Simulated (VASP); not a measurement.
# SnO2 (Pnnm) in VASP: further runs, part 2 of 2

VASP 6.6.1. Earlier steps stand in the parts before.

### 3 Single point, PBE

File INCAR:

```
  PREC = Accurate
  ENCUT = 520
  EDIFF = 1E-7
  ISMEAR = 0
  SIGMA = 0.02
  LREAL = F
  LASPH = T
  NELM = 60
  ALGO = Normal
  ISIF = 2
  LWAVE = F
  LCHARG = T
  GGA = PE
  LELF = T
  LVHAR = T
  NBANDS = 35
```

File KPOINTS:

```
regular mesh
0
Gamma
  6 6 8
```

File POSCAR:

```
SnO2
1.0
    4.8265233687      0.0000000000      0.0000000000
    0.0000000000      4.8283705506      0.0000000000
    0.0000000000      0.0000000000      3.2381611843
Sn O
2 4
Direct
    0.5000000000      0.5000000000      0.5000000000
    0.0000000000      0.0000000000      0.0000000000
    0.3064971199      0.3066609275      0.0000000000
    0.8064971199      0.1933390725      0.5000000000
    0.1935028801      0.8066609275      0.5000000000
    0.6935028801      0.6933390725      0.0000000000
```

Potentials or basis: VASP PAW PBE potentials, release 64 (Sn_d, O).

Command:

```console
$ cat potpaw_PBE.64/Sn_d/POTCAR potpaw_PBE.64/O/POTCAR > POTCAR
$ mpirun -np 1 vasp_std > vasp.out
```

OUTCAR:

```text
PREC = Accurate
   ENCUT = 520
   EDIFF = 1E-7
   ISMEAR = 0
   LREAL = F
   LASPH = T
   NELM = 60
   ISIF = 2
   GGA = PE

 ion  position               nearest neighbor table
   1  0.500  0.500  0.500-   3 2.09   6 2.09   3 2.09   6 2.09   5 2.09   4 2.09
   2  0.000  0.000  0.000-   4 2.09   5 2.09   4 2.09   5 2.09   3 2.09   6 2.09
   3  0.306  0.307  0.000-   1 2.09   1 2.09   2 2.09
   4  0.806  0.193  0.500-   2 2.09   2 2.09   1 2.09
   5  0.194  0.807  0.500-   2 2.09   2 2.09   1 2.09
   6  0.694  0.693  0.000-   1 2.09   1 2.09   2 2.09

  LATTYP: Found a simple orthorhombic cell.
 ALAT       =     3.2381611843
 B/A-ratio  =     1.4905136261
 C/A-ratio  =     1.4910840677

  Lattice vectors:

 A1 = (   0.0000000000,   0.0000000000,   3.2381611843)
 A2 = (   4.8265233687,   0.0000000000,   0.0000000000)
 A3 = (   0.0000000000,   4.8283705506,   0.0000000000)

Analysis of symmetry for initial positions (statically):
=====================================================================
 Subroutine PRICEL returns:
 Original cell was already a primitive cell.

 Routine SETGRP: Setting up the symmetry group for a
 simple orthorhombic supercell.

 Subroutine GETGRP returns: Found  8 space group operations
 (whereof  4 operations were pure point group operations)
 out of a pool of  8 trial point group operations.

The static configuration has the point symmetry C_2h.
 The point group associated with its full space group is D_2h.

Analysis of symmetry for dynamics (positions and initial velocities):
=====================================================================
 Subroutine PRICEL returns:
 Original cell was already a primitive cell.

 Routine SETGRP: Setting up the symmetry group for a
 simple orthorhombic supercell.

 Subroutine GETGRP returns: Found  8 space group operations
 (whereof  4 operations were pure point group operations)
 out of a pool of  8 trial point group operations.

The dynamic configuration has the point symmetry C_2h.
 The point group associated with its full space group is D_2h.

 Subroutine INISYM returns: Found  8 space group operations
 (whereof  4 operations are pure point group operations),
 and found     1 'primitive' translations

----------------------------------------------------------------------------------------

                                     Primitive cell

  volume of cell :      75.4629

  direct lattice vectors                    reciprocal lattice vectors
     4.826523369  0.000000000  0.000000000     0.207188472  0.000000000  0.000000000
     0.000000000  4.828370551  0.000000000     0.000000000  0.207109208  0.000000000
     0.000000000  0.000000000  3.238161184     0.000000000  0.000000000  0.308817240

  length of vectors
     4.826523369  4.828370551  3.238161184     0.207188472  0.207109208  0.308817240

  position of ions in fractional coordinates (direct lattice)
     0.500000000  0.500000000  0.500000000
     0.000000000  0.000000000  0.000000000
     0.306497120  0.306660927  0.000000000
     0.806497120  0.193339073  0.500000000
     0.193502880  0.806660927  0.500000000
     0.693502880  0.693339073  0.000000000

  ion indices of the primitive-cell ions
   primitive index   ion index
                 1           1
                 2           2
                 3           3
[... 34 lines left out ...]
  0.333333  0.000000  0.000000      2.000000
  0.500000  0.000000  0.000000      1.000000
  0.000000  0.166667  0.000000      2.000000
  0.166667  0.166667  0.000000      4.000000
[... 16 lines left out ...]
  0.333333  0.166667  0.125000      8.000000
  0.500000  0.166667  0.125000      4.000000
 [... further k-points ...]
   k-points           NKPTS =     80   k-points in BZ     NKDIM =     80   number of bands    NBANDS=     35
   number of dos      NEDOS =    301   number of ions     NIONS =      6
   total plane-waves  NPLWV =  31104
   dimension x,y,z NGX =    36 NGY =   36 NGZ =   24
   dimension x,y,z NGXF=    72 NGYF=   72 NGZF=   48
   ions per type =               2   4
   NGX,Y,Z   is equivalent  to a cutoff of  12.40, 12.40, 12.32 a.u.
   NGXF,Y,Z  is equivalent  to a cutoff of  24.80, 24.79, 24.64 a.u.
 SYSTEM =  unknown system
   PREC   = accura    normal or accurate (medium, high low for compatibility)
   ISTART =      0    job   : 0-new  1-cont  2-samecut
   ICHARG =      2    charge: 1-file 2-atom 10-const
   ISPIN  =      1    spin polarized calculation?
   LNONCOLLINEAR =      F non collinear calculations
   LSORBIT =      F    spin-orbit coupling
   LASPH  =      T    aspherical Exc in radial PAW
   ENCUT  =  520.0 eV  38.22 Ry    6.18 a.u.   8.97  8.98  6.02*2*pi/ulx,y,z
   NELM   =     60;   NELMIN=  2; NELMDL= -5     # of ELM steps
   EDIFF  = 0.1E-06   stopping-criterion for ELM
   LREAL  =      F    real-space projection
   EDIFFG = 0.1E-05   stopping-criterion for IOM
   NSW    =      0    number of steps for IOM
   IBRION =     -1    ionic relax: 0-MD 1-quasi-New 2-CG
   NFREE  =      0    steps in history (QN), initial steepest desc. (CG)
   ISIF   =      2    stress and relaxation
   ISYM   =      2    0-nonsym 1-usesym 2-fastsym
   POTIM  = 0.5000    time-step for ionic-motion
   TEBEG  =    0.0;   TEEND  =   0.0 temperature during run
   PSTRESS=    0.0 pullay stress
   NELECT =      52.0000    total number of electrons
   NUPDOWN=      -1.0000    fix difference up-down
   EMIN   =  10.00;   EMAX   =-10.00  energy-range for DOS
   EFERMI =   0.00;   METHOD = LEGACY
   ISMEAR =     0;   SIGMA  =   0.02  broadening in eV -4-tet -1-fermi 0-gaus
   EFERMI_NEDOS =   21; number of points for ismear=-14 and -15
   IALGO  =     38    algorithm
   IMIX   =      4    mixing-type and parameters
     AMIX     =   0.40;   BMIX     =  1.00
     AMIX_MAG =   1.60;   BMIX_MAG =  1.00
  volume/ion in A,a.u.               =      12.58        84.87
  Fermi-wavevector in a.u.,A,eV,Ry     =   1.445988  2.732522 28.448180  2.090882
  Thomas-Fermi vector in A             =   2.564108
   LORBIT       =      0    0 simple, 1 ext, 2 COOP (PROOUT), +10 PAW based schemes
   GGA     = PE    functional components
   LHFCALC =     F    Hartree Fock is set to
   AEXX    =    0.0000 exact exchange contribution
   IVDW    =     0    specifies the selected vdW correction
   LEPSILON=     F    determine dielectric tensor
   LRPA    =     F    only Hartree local field effects (RPA)
 non-spin polarized calculation
 Gauss-broadening in eV      SIGMA  =   0.02
  energy-cutoff  :      520.00
  volume of cell :       75.46
 maximum number of plane-waves:      2060
 NGX is ok and might be reduce to    36
   NGX = 17   NGY = 17   NGZ = 13

 number of electron      52.0000002 magnetization

 Free energy of the ion-electron system (eV)
  ---------------------------------------------------
  ext. energy  EPLUGINS =         0.00000000
  ---------------------------------------------------
  free energy    TOTEN  =       -37.31099267 eV

  energy without entropy =      -37.31099267  energy(sigma->0) =      -37.31099267

 E-fermi :   5.6690     XC(G=0): -10.9759

 val. band max:        5.5312198596   @ k =   0.0000   0.0000   0.0000
 cond. band min:       6.2000273509   @ k =   0.0000   0.0000   0.0000
 fundamental gap:      0.6688074913
 Fermi energy:         5.6690003272

 k-point     1 :       0.0000    0.0000    0.0000
  band No.  band energies     occupation
      1     -15.5043      2.00000
      2     -14.8401      2.00000
      3     -14.6469      2.00000
      4     -14.6196      2.00000
      5     -14.6196      2.00000
      6     -14.5539      2.00000
[... 901 lines left out ...]
     34      17.4659      0.00000
     35      17.7385      0.00000

 [... further k-points ...]

------------------------ aborting loop because EDIFF is reached ----------------------------------------

  FORCE on cell =-STRESS in cart. coord.  units (eV):
  Direction    XX          YY          ZZ          XY          YZ          ZX
  --------------------------------------------------------------------------------------
  -------------------------------------------------------------------------------------
  Total        0.2431093      0.2317884      0.3744171      0.0000000      0.0000000      0.0000000
  in kB        5.1615320      4.9211756      7.9493710      0.0000000      0.0000000      0.0000000
  external PRESSURE =       6.0106929 kB  Pullay stress =       0.0000000 kB

 VOLUME and BASIS-vectors are now :
 -----------------------------------------------------------------------------
  energy-cutoff  :      520.00
  volume of cell :       75.46
      direct lattice vectors                 reciprocal lattice vectors
     4.826523369  0.000000000  0.000000000     0.207188472  0.000000000  0.000000000
     0.000000000  4.828370551  0.000000000     0.000000000  0.207109208  0.000000000
     0.000000000  0.000000000  3.238161184     0.000000000  0.000000000  0.308817240

 POSITION                                       TOTAL-FORCE (eV/Angst)
 -----------------------------------------------------------------------------------
      2.41326      2.41419      1.61908         0.000000     -0.000000      0.000000
      0.00000      0.00000      0.00000         0.000000     -0.000000      0.000000
      1.47932      1.48067      0.00000        -0.011687     -0.011854      0.000000
      3.89258      0.93351      1.61908        -0.011687      0.011854      0.000000
      0.93395      3.89486      1.61908         0.011687     -0.011854     -0.000000
      3.34721      3.34770      0.00000         0.011687      0.011854     -0.000000
 -----------------------------------------------------------------------------------
    total drift:                                0.000000      0.000000      0.000000

  FREE ENERGIE OF THE ION-ELECTRON SYSTEM (eV)
  ---------------------------------------------------
  free  energy   TOTEN  =       -37.3109926721 eV

  energy  without entropy=      -37.3109926721  energy(sigma->0) =      -37.31099267
```

Wall time 4.1 min (1 thread of AMD EPYC 7R13, shared host); peak memory 0.26 GiB.

Results:

```
Free energy            : -37.3110 eV
Pressure               : 0.6 GPa
Largest force          : 0.017 eV/Å
Band gap on the k mesh : 0.67 eV
```

Forces on the atoms (eV/Å):
```
Sn   0.000  0.000  0.000
Sn   0.000  0.000  0.000
O   -0.012 -0.012  0.000
O   -0.012  0.012  0.000
O    0.012 -0.012  0.000
O    0.012  0.012  0.000
```

Stress tensor (GPa, compression positive):
```
0.52 0.00 0.00
0.00 0.49 0.00
0.00 0.00 0.79
```

Levels at points of the mesh, in eV from the valence-band top:
```
           k point  band 22  band 23  band 24  band 25  band 26  band 27  band 28  band 29  band 30  band 31
(0.00, 0.00, 0.00)    -1.26    -1.26    -0.74    -0.74     0.00     0.67     5.69     6.06     6.06    10.12
(0.50, 0.00, 0.00)    -1.90    -1.21    -1.21    -0.61    -0.61     3.88     3.88     6.80     6.80    10.40
(0.00, 0.50, 0.00)    -1.90    -1.21    -1.21    -0.61    -0.61     3.88     3.88     6.81     6.81    10.40
(0.50, 0.50, 0.00)    -1.87    -1.33    -1.33    -0.85    -0.85     4.27     4.27     7.15     7.15    10.48
(0.00, 0.00, 0.50)    -2.57    -1.53    -1.53    -1.18    -1.18     5.59     5.59     9.36     9.36    10.31
(0.50, 0.00, 0.50)    -1.66    -1.02    -1.02    -0.75    -0.75     5.85     5.85     7.60     7.60    10.57
(0.00, 0.50, 0.50)    -1.66    -1.02    -1.02    -0.75    -0.75     5.85     5.85     7.60     7.60    10.58
(0.50, 0.50, 0.50)    -2.43    -0.92    -0.92    -0.78    -0.78     4.35     4.35     8.61     8.61    10.57
```

Caveat: spin-orbit coupling is left out, which moves the levels of the heavy elements.
